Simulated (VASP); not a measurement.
# AlCu (rocksalt type) (Fm-3m) in VASP: a series of runs

Runs on AlCu (rocksalt type). Level: r2SCAN. Tasks: single point.

All numbers are computed with VASP 6.6.1; they aren't measurements. Logs are shortened: lines on timing, memory, paths and dates and some standing lists are left out, and cuts for length are marked.

## Step 1: The cell of the first run

It takes space group Fm-3m (No. 225, cubic). The conventional cell has a = 4.093 Å, b = 4.093 Å, c = 4.093 Å, α = 90.00°, β = 90.00°, γ = 90.00°. Within 2.7 Å of Cu (site symmetry m-3m) lie 6 Al at 2.05 Å. Al (site symmetry m-3m) has 6 Cu at 2.05 Å within 2.7 Å.

## Step 2: Single point, r2SCAN (8.57 Å³/atom)

Contents of POSCAR:

```
AlCu
1.0
    0.0000000000      2.0463573376      2.0463573376
    2.0463573376      0.0000000000      2.0463573376
    2.0463573376      2.0463573376      0.0000000000
Cu Al
1 1
Direct
    0.0000000000      0.0000000000      0.0000000000
    0.5000000000      0.5000000000      0.5000000000
```

Contents of INCAR.step1:

```
SYSTEM = AlCu
  PREC = Accurate
  ENCUT = 520
  ISMEAR = -1
  SIGMA = 0.08
  LREAL = .False.
  LASPH = .True.
  NELM = 80
  NBANDS = 14
  GGA = PE
  ALGO = Normal
  EDIFF = 1E-4
  LWAVE = .True.
  LCHARG = .False.
```

Contents of INCAR.step2:

```
SYSTEM = AlCu
  PREC = Accurate
  ENCUT = 520
  EDIFF = 1E-6
  ISMEAR = -1
  SIGMA = 0.08
  LREAL = .False.
  LASPH = .True.
  NELM = 80
  ALGO = Normal
  ISIF = 2
  LWAVE = .False.
  LCHARG = .False.
  METAGGA = R2SCAN
  LMIXTAU = .True.
  NBANDS = 14
  ISTART = 1
```

Contents of KPOINTS:

```
Automatic mesh
0
Gamma
  13 13 13
  0 0 0
```

Potentials or basis: VASP PAW PBE potentials, release 64 (Cu, Al).

Run with:

```
> cat potpaw_PBE.64/Cu/POTCAR potpaw_PBE.64/Al/POTCAR > POTCAR
> cp INCAR.step1 INCAR
> mpirun -np 1 vasp_std > vasp.out
> cp INCAR.step2 INCAR
> mpirun -np 1 vasp_std > vasp.out
```

OUTCAR:

```text
SYSTEM = AlCu
   PREC = Accurate
   ENCUT = 520
   EDIFF = 1E-6
   ISMEAR = -1
   LREAL = .False.
   LASPH = .True.
   NELM = 80
   ISIF = 2
   METAGGA = R2SCAN
   ISTART = 1

 ion  position               nearest neighbor table
   1  0.000  0.000  0.000-   2 2.05   2 2.05   2 2.05   2 2.05   2 2.05   2 2.05
   2  0.500  0.500  0.500-   1 2.05   1 2.05   1 2.05   1 2.05   1 2.05   1 2.05

  LATTYP: Found a face centered cubic cell.
 ALAT       =     4.0927146752

  Lattice vectors:

 A1 = (   0.0000000000,   2.0463573376,   2.0463573376)
 A2 = (   2.0463573376,   0.0000000000,   2.0463573376)
 A3 = (   2.0463573376,   2.0463573376,   0.0000000000)

Analysis of symmetry for initial positions (statically):
=====================================================================
 Subroutine PRICEL returns:
 Original cell was already a primitive cell.

 Routine SETGRP: Setting up the symmetry group for a
 face centered cubic supercell.

 Subroutine GETGRP returns: Found 48 space group operations
 (whereof 48 operations were pure point group operations)
 out of a pool of 48 trial point group operations.

The static configuration has the point symmetry O_h .

Analysis of symmetry for dynamics (positions and initial velocities):
=====================================================================
 Subroutine PRICEL returns:
 Original cell was already a primitive cell.

 Routine SETGRP: Setting up the symmetry group for a
 face centered cubic supercell.

 Subroutine GETGRP returns: Found 48 space group operations
 (whereof 48 operations were pure point group operations)
 out of a pool of 48 trial point group operations.

The dynamic configuration has the point symmetry O_h .

 Subroutine INISYM returns: Found 48 space group operations
 (whereof 48 operations are pure point group operations),
 and found     1 'primitive' translations

----------------------------------------------------------------------------------------

                                     Primitive cell

  volume of cell :      17.1386

  direct lattice vectors                    reciprocal lattice vectors
     0.000000000  2.046357338  2.046357338    -0.244336603  0.244336603  0.244336603
     2.046357338  0.000000000  2.046357338     0.244336603 -0.244336603  0.244336603
     2.046357338  2.046357338  0.000000000     0.244336603  0.244336603 -0.244336603

  length of vectors
     2.893986300  2.893986300  2.893986300     0.423203410  0.423203410  0.423203410

  position of ions in fractional coordinates (direct lattice)
     0.000000000  0.000000000  0.000000000
     0.500000000  0.500000000  0.500000000
[... 83 lines left out ...]
   ISIF   =      2    stress and relaxation
   ISYM   =      2    0-nonsym 1-usesym 2-fastsym
   POTIM  = 0.5000    time-step for ionic-motion
   TEBEG  =    0.0;   TEEND  =   0.0 temperature during run
   PSTRESS=    0.0 pullay stress
   NELECT =      14.0000    total number of electrons
   NUPDOWN=      -1.0000    fix difference up-down
   EMIN   =  10.00;   EMAX   =-10.00  energy-range for DOS
   EFERMI =   0.00;   METHOD = LEGACY
   ISMEAR =    -1;   SIGMA  =   0.08  broadening in eV -4-tet -1-fermi 0-gaus
   EFERMI_NEDOS =   21; number of points for ismear=-14 and -15
   IALGO  =     38    algorithm
   IMIX   =      4    mixing-type and parameters
     AMIX     =   0.40;   BMIX     =  1.00
     AMIX_MAG =   1.60;   BMIX_MAG =  1.00
  volume/ion in A,a.u.               =       8.57        57.83
  Fermi-wavevector in a.u.,A,eV,Ry     =   1.530357  2.891955 31.864736  2.341992
  Thomas-Fermi vector in A             =   2.637851
   LORBIT       =      0    0 simple, 1 ext, 2 COOP (PROOUT), +10 PAW based schemes
   METAGGA = R2SCAN    functional components
   LHFCALC =     F    Hartree Fock is set to
   AEXX    =    0.0000 exact exchange contribution
   IVDW    =     0    specifies the selected vdW correction
   LEPSILON=     F    determine dielectric tensor
   LRPA    =     F    only Hartree local field effects (RPA)
 non-spin polarized calculation
  energy-cutoff  :      520.00
  volume of cell :       17.14
 maximum number of plane-waves:       477
 NGX is ok and might be reduce to    24
   NGX = 11   NGY = 11   NGZ = 11

 number of electron      14.0000011 magnetization

 Free energy of the ion-electron system (eV)
  ---------------------------------------------------
  ext. energy  EPLUGINS =         0.00000000
  ---------------------------------------------------
  free energy    TOTEN  =       -12.00969497 eV

  energy without entropy =      -12.00224864  energy(sigma->0) =      -12.00597180

 E-fermi :  15.5708     XC(G=0): -14.8656

 val. band max:       15.5420812083   @ k =  -0.3846   0.3077   0.0769
 cond. band min:      15.6017787721   @ k =   0.3846   0.3846   0.0000
 fundamental gap:      0.0596975637
 Fermi energy:        15.5708293377

 k-point     1 :       0.0000    0.0000    0.0000
  band No.  band energies     occupation
      1      -0.3345      2.00000
      2       8.2401      2.00000
      3       8.2401      2.00000
      4       8.2401      2.00000
      5       8.4554      2.00000
      6       8.4554      2.00000
      7      25.6069      0.00000
      8      25.6069      0.00000
      9      25.6070      0.00000
     10      27.3272      0.00000
     11      27.3272      0.00000
     12      27.3272      0.00000
     13      27.7227      0.00000
     14      34.1432      0.00000
[... 377 lines left out ...]
      1       4.4805      2.00000
      2       7.0242      2.00000
      3       7.8196      2.00000
      4       8.2121      2.00000
      5       9.4383      2.00000
      6       9.6135      2.00000
      7      12.4442      2.00000
      8      19.9618      0.00000
      9      20.2646      0.00000
     10      24.3612      0.00000
     11      29.5996      0.00000
     12      30.9151      0.00000
     13      32.1437      0.00000
     14      35.1172      0.00000

 [... further k-points ...]
[... 5 lines left out ...]
  --------------------------------------------------------------------------------------
  -------------------------------------------------------------------------------------
  Total       20.5355316     20.5355316     20.5355316      0.0000000     -0.0000000     -0.0000000
  in kB     1919.7386849   1919.7386849   1919.7386849      0.0000000     -0.0000000     -0.0000000
  external PRESSURE =    1919.7386849 kB  Pullay stress =       0.0000000 kB

 VOLUME and BASIS-vectors are now :
 -----------------------------------------------------------------------------
  energy-cutoff  :      520.00
  volume of cell :       17.14
      direct lattice vectors                 reciprocal lattice vectors
     0.000000000  2.046357338  2.046357338    -0.244336603  0.244336603  0.244336603
     2.046357338  0.000000000  2.046357338     0.244336603 -0.244336603  0.244336603
     2.046357338  2.046357338  0.000000000     0.244336603  0.244336603 -0.244336603

 POSITION                                       TOTAL-FORCE (eV/Angst)
 -----------------------------------------------------------------------------------
      0.00000      0.00000      0.00000         0.000000     -0.000000     -0.000000
      2.04636      2.04636      2.04636        -0.000000      0.000000      0.000000
 -----------------------------------------------------------------------------------
    total drift:                                0.000000     -0.000000     -0.000000

  FREE ENERGIE OF THE ION-ELECTRON SYSTEM (eV)
  ---------------------------------------------------
  free  energy   TOTEN  =       -12.0096949668 eV

  energy  without entropy=      -12.0022486418  energy(sigma->0) =      -12.00597180
```

OSZICAR.step1:

```text
N       E                     dE             d eps       ncg     rms          rms(c)
DAV:   1     0.635919625239E+02    0.63592E+02   -0.66718E+03  2592   0.155E+03
DAV:   2    -0.130709088623E+01   -0.64899E+02   -0.58612E+02  2490   0.238E+02
DAV:   3    -0.369118968163E+01   -0.23841E+01   -0.23390E+01  2930   0.483E+01
DAV:   4    -0.372667698630E+01   -0.35487E-01   -0.35475E-01  2652   0.508E+00
DAV:   5    -0.372771319109E+01   -0.10362E-02   -0.10362E-02  3274   0.946E-01    0.120E+01
DAV:   6    -0.277156418570E+01    0.95615E+00   -0.18338E+01  2700   0.134E+02    0.566E+00
DAV:   7    -0.175516359051E+01    0.10164E+01   -0.34391E+00  2844   0.605E+01    0.145E+00
DAV:   8    -0.170480314421E+01    0.50360E-01   -0.81062E-02  3340   0.563E+00    0.104E+00
DAV:   9    -0.168671824493E+01    0.18085E-01   -0.49999E-02  2916   0.724E+00    0.103E-01
DAV:  10    -0.168663781394E+01    0.80431E-04   -0.10772E-03  3612   0.615E-01    0.117E-01
DAV:  11    -0.168662655183E+01    0.11262E-04   -0.11652E-05  1374   0.571E-02
   1 F= -.16866266E+01 E0= -.16825140E+01  d E =-.822513E-02
```

It took 35 s on 1 thread of Intel Xeon 6975P-C (Granite Rapids), shared host; peak memory 0.15 GiB.

What came out:

```yaml
Free_energy: -12.0097 eV
Pressure: 192.0 GPa
Band_gap_on_the_k_mesh: zero (bands 7 and 8 overlap by 12.44 eV)
```

Caveat: the cell stands under pressure; the PAW data sets were made with another functional, which shifts forces and pressure a little.

## Step 3: Single point, r2SCAN (8.57 Å³/atom)

POSCAR is that of step 2.

Contents of INCAR.step1:

```
ALGO = Normal
EDIFF = 1E-4
ENCUT = 520
GGA = PE
ISMEAR = -1
LASPH = True
LCHARG = False
LREAL = False
LWAVE = True
NBANDS = 14
NELM = 80
PREC = Accurate
SIGMA = 0.08
```

Contents of INCAR.step2:

```
ALGO = Normal
EDIFF = 1E-7
ENCUT = 520
ISIF = 2
ISMEAR = -1
ISTART = 1
LASPH = True
LCHARG = False
LMIXTAU = True
LREAL = False
LWAVE = False
METAGGA = R2SCAN
NBANDS = 14
NELM = 80
PREC = Accurate
SIGMA = 0.08
```

Contents of KPOINTS:

```
k-points
0
Gamma
  13 13 13
```

Potentials or basis: VASP PAW PBE potentials, release 64 (Cu, Al).

Run with:

```
> cat potpaw_PBE.64/Cu/POTCAR potpaw_PBE.64/Al/POTCAR > POTCAR
> cp INCAR.step1 INCAR
> mpirun -np 1 vasp_std > vasp.out
> cp INCAR.step2 INCAR
> mpirun -np 1 vasp_std > vasp.out
```

OUTCAR:

```text
EDIFF = 1E-7
   ENCUT = 520
   ISIF = 2
   ISMEAR = -1
   ISTART = 1
   LASPH = True
   LREAL = False
   METAGGA = R2SCAN
   NELM = 80
   PREC = Accurate

 ion  position               nearest neighbor table
   1  0.000  0.000  0.000-   2 2.05   2 2.05   2 2.05   2 2.05   2 2.05   2 2.05
   2  0.500  0.500  0.500-   1 2.05   1 2.05   1 2.05   1 2.05   1 2.05   1 2.05

  LATTYP: Found a face centered cubic cell.
 ALAT       =     4.0927146752

  Lattice vectors:

 A1 = (   0.0000000000,   2.0463573376,   2.0463573376)
[... 586 lines left out ...]
     10      24.3612      0.00000
     11      29.5996      0.00000
     12      30.9151      0.00000
     13      32.1437      0.00000
     14      35.1172      0.00000

 [... further k-points ...]
[... 5 lines left out ...]
  --------------------------------------------------------------------------------------
  -------------------------------------------------------------------------------------
  Total       20.5259736     20.5259736     20.5259736     -0.0000000     -0.0000000      0.0000000
  in kB     1918.8451665   1918.8451665   1918.8451665     -0.0000000     -0.0000000      0.0000000
  external PRESSURE =    1918.8451665 kB  Pullay stress =       0.0000000 kB

 VOLUME and BASIS-vectors are now :
 -----------------------------------------------------------------------------
  energy-cutoff  :      520.00
  volume of cell :       17.14
      direct lattice vectors                 reciprocal lattice vectors
     0.000000000  2.046357338  2.046357338    -0.244336603  0.244336603  0.244336603
     2.046357338  0.000000000  2.046357338     0.244336603 -0.244336603  0.244336603
     2.046357338  2.046357338  0.000000000     0.244336603  0.244336603 -0.244336603

 POSITION                                       TOTAL-FORCE (eV/Angst)
 -----------------------------------------------------------------------------------
      0.00000      0.00000      0.00000        -0.000000      0.000000     -0.000000
      2.04636      2.04636      2.04636         0.000000     -0.000000      0.000000
 -----------------------------------------------------------------------------------
    total drift:                                0.000000     -0.000000     -0.000000

  FREE ENERGIE OF THE ION-ELECTRON SYSTEM (eV)
  ---------------------------------------------------
  free  energy   TOTEN  =       -12.0096963458 eV

  energy  without entropy=      -12.0022502108  energy(sigma->0) =      -12.00597328
```

OUTCAR.step1:

```text
EDIFF = 1E-4
   ENCUT = 520
   GGA = PE
   ISMEAR = -1
   LASPH = True
[... 629 lines left out ...]
      0.00000      0.00000      0.00000         0.000000      0.000000      0.000000
      2.04636      2.04636      2.04636        -0.000000     -0.000000     -0.000000
 -----------------------------------------------------------------------------------
    total drift:                                0.000000     -0.000000     -0.000000

  FREE ENERGIE OF THE ION-ELECTRON SYSTEM (eV)
  ---------------------------------------------------
  free  energy   TOTEN  =        -1.6866265518 eV

  energy  without entropy=       -1.6784014200  energy(sigma->0) =       -1.68251399
```

Run time: 45 s. Hardware: 1 thread of Intel Xeon 6975P-C (Granite Rapids), shared host; peak memory 0.15 GiB.

What came out:

```yaml
Free_energy: -12.0097 eV
Pressure: 191.9 GPa
Band_gap_on_the_k_mesh: zero (bands 7 and 8 overlap by 12.44 eV)
```

Caveat: the cell stands under pressure; the PAW data sets were made with another functional, which shifts forces and pressure a little.

## Step 4: Single point, r2SCAN (9.97 Å³/atom)

This run uses another cell than the first one, of 9.97 Å³/atom.

Contents of POSCAR:

```
AlCu
1.0
    0.0000000000      2.1523880288      2.1523880288
    2.1523880288      0.0000000000      2.1523880288
    2.1523880288      2.1523880288      0.0000000000
Cu Al
1 1
Direct
    0.0000000000      0.0000000000      0.0000000000
    0.5000000000      0.5000000000      0.5000000000
```

Contents of INCAR.step1:

```
PREC = Accurate ; ENCUT = 520
ISMEAR = -1 ; SIGMA = 0.08
LREAL = F ; LASPH = T
NELM = 80 ; NBANDS = 14
GGA = PE ; ALGO = Normal
EDIFF = 1E-4 ; LWAVE = T
LCHARG = F
```

Contents of INCAR.step2:

```
PREC = Accurate ; ENCUT = 520
EDIFF = 1E-6 ; ISMEAR = -1
SIGMA = 0.08 ; LREAL = F
LASPH = T ; NELM = 80
ALGO = Normal ; ISIF = 2
LWAVE = F ; LCHARG = T
METAGGA = R2SCAN ; LMIXTAU = T
LELF = T ; LVHAR = T
NBANDS = 14 ; ISTART = 1
```

Contents of KPOINTS:

```
regular mesh
0
Gamma
  13 13 13
```

Run with:

```
> cat potpaw_PBE.64/Cu/POTCAR potpaw_PBE.64/Al/POTCAR > POTCAR
> cp INCAR.step1 INCAR
> mpirun -np 1 vasp_std > vasp.out
> cp INCAR.step2 INCAR
> mpirun -np 1 vasp_std > vasp.out
```

Run time: 41 s. Hardware: 1 thread of Intel Xeon 6975P-C (Granite Rapids), shared host; peak memory 0.16 GiB.

Results (log left out):

* Free energy: -14.5176 eV
* Pressure: 103.8 GPa
* Band gap on the k mesh: zero (bands 7 and 8 overlap by 10.92 eV)

Levels at points of the mesh, in eV from the Fermi level:
```tsv
k point	band 3	band 4	band 5	band 6	band 7	band 8	band 9	band 10	band 11	band 12
(0.00, 0.00, 0.00)	-6.17	-6.17	-6.04	-6.04	8.79	8.79	8.79	11.21	11.21	11.21
```

Caveat: the cell stands under pressure; the PAW data sets were made with another functional, which shifts forces and pressure a little.

The gap in the log of VASP goes by the Fermi energy; the results here count the filled bands.